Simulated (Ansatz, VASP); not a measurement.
# N: VASP beside Ansatz

The input INCAR:

```
SYSTEM = N
  ALGO = Normal
  EDIFF = 1E-6
  ENCUT = 520
  GGA = PS
  ISIF = 2
  ISMEAR = -1
  LASPH = .True.
  LCHARG = .False.
  LREAL = .False.
  LWAVE = .False.
  NBANDS = 30
  NELM = 80
  PREC = Accurate
  SIGMA = 0.05
```

KPOINTS

```
k-points
0
Gamma
  5 5 5
  0 0 0
```

File POSCAR:

```
N
1.0
    5.4853663170      0.0000000000      0.0000000000
    0.0000000000      5.4853663170      0.0000000000
    0.0000000000      0.0000000000      5.4853663170
N
8
Direct
    0.0573973300      0.4426026700      0.5573973300
    0.4426026700      0.5573973300      0.0573973300
    0.5573973300      0.0573973300      0.4426026700
    0.9426026700      0.9426026700      0.9426026700
    0.9426026700      0.5573973300      0.4426026700
    0.5573973300      0.4426026700      0.9426026700
    0.4426026700      0.9426026700      0.5573973300
    0.0573973300      0.0573973300      0.0573973300
```

input.yaml

```yaml
crystal:
  lattice:
    - [5.485366317, 0.0, 0.0]
    - [0.0, 5.485366317, 0.0]
    - [0.0, 0.0, 5.485366317]
  atoms:
    - { symbol: "N", position: [0.05739733, 0.44260267, 0.55739733] }
    - { symbol: "N", position: [0.44260267, 0.55739733, 0.05739733] }
    - { symbol: "N", position: [0.55739733, 0.05739733, 0.44260267] }
    - { symbol: "N", position: [0.94260267, 0.94260267, 0.94260267] }
    - { symbol: "N", position: [0.94260267, 0.55739733, 0.44260267] }
    - { symbol: "N", position: [0.55739733, 0.44260267, 0.94260267] }
    - { symbol: "N", position: [0.44260267, 0.94260267, 0.55739733] }
    - { symbol: "N", position: [0.05739733, 0.05739733, 0.05739733] }
kpoints:
  mp_grid: { grid: [5, 5, 5] }
scf:
  occupations: { method: fermi_dirac, width: 0.05 }
hamiltonian:
  xc: pbesol
  pseudopotentials: { kind: all_electron, lapw: { basis_error: 0.001 } }
output:
  forces: true
  stress: true
  eigenvalues: true
```

Change from the starting cell: volume scaled by 0.96.

Alike in both runs: task single point; functional PBEsol; k mesh 5 × 5 × 5; occupations fermi-dirac, width 0.05 eV; no spin polarisation.

|  | VASP | Ansatz |
| --- | --- | --- |
| version | VASP 6.6.1 | Ansatz 0.2.0 |
| potentials or method | VASP PAW PBE potentials, release 64 (N), cutoff 520 eV | all-electron LAPW, scalar-relativistic |

Ansatz gave:

```
gap on the k mesh at the Fermi level (eV) : 7.35
least direct gap on the mesh (eV)         : 7.38
pressure (GPa)                            : 2.5
rms of the force components (eV/Å)        : 0.764
```

**Question.** Which values does VASP return?

**Answer.** gap on the k mesh at the Fermi level (eV): 7.29; least direct gap on the mesh (eV): 7.32; pressure (GPa): 5.1; rms of the force components (eV/Å): 1.947.

VASP's potentials were made for PBE, not for PBEsol. Atom by atom the forces differ by 1.184 eV/Å (rms over components). One of these differences is far larger than is usual between the two programs; its cause wasn't traced. Ansatz ran all-electron here, and VASP with PAW potentials.

Noted on VASP's run: the standard files for N, O and F lose accuracy on very short bonds.
